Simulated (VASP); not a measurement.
A run of VASP 6.6.1 is set up as follows.

File INCAR:

```
  ALGO = Normal
  EDIFF = 1E-6
  ENCUT = 500
  GGA = RP
  GGA_COMPAT = F
  ISIF = 2
  ISMEAR = 1
  LASPH = T
  LCHARG = F
  LREAL = F
  LWAVE = F
  NBANDS = 18
  NELM = 120
  PREC = Accurate
  SIGMA = 0.1
```

The input KPOINTS:

```
k-points
0
Gamma
  9 9 5
```

The input POSCAR:

```
Sc
1.0
    3.3090000000      0.0000000000      0.0000000000
   -1.6545000000      2.8656780611      0.0000000000
    0.0000000000      0.0000000000      5.2733000000
Sc
2
Direct
    0.6666666667      0.3333333333      0.7500000000
    0.3333333333      0.6666666667      0.2500000000
```

Potentials or basis: VASP PAW PBE potentials, release 64 (Sc_sv).

Run with:

```sh
$ cat potpaw_PBE.64/Sc_sv/POTCAR > POTCAR
$ mpirun -np 1 vasp_std > vasp.out
```

Question: What does it give for the pressure?

Answer: 1.3 GPa.

Question: Predict the band gap on the k mesh.

Answer: Zero (bands 11 and 12 overlap by 1.11 eV).

Stress tensor (GPa, compression positive):
```
1.80 0.00 0.00
0.00 1.80 0.00
0.00 0.00 0.39
```

Caveat: the PAW data sets were made with another functional, which shifts forces and pressure a little.
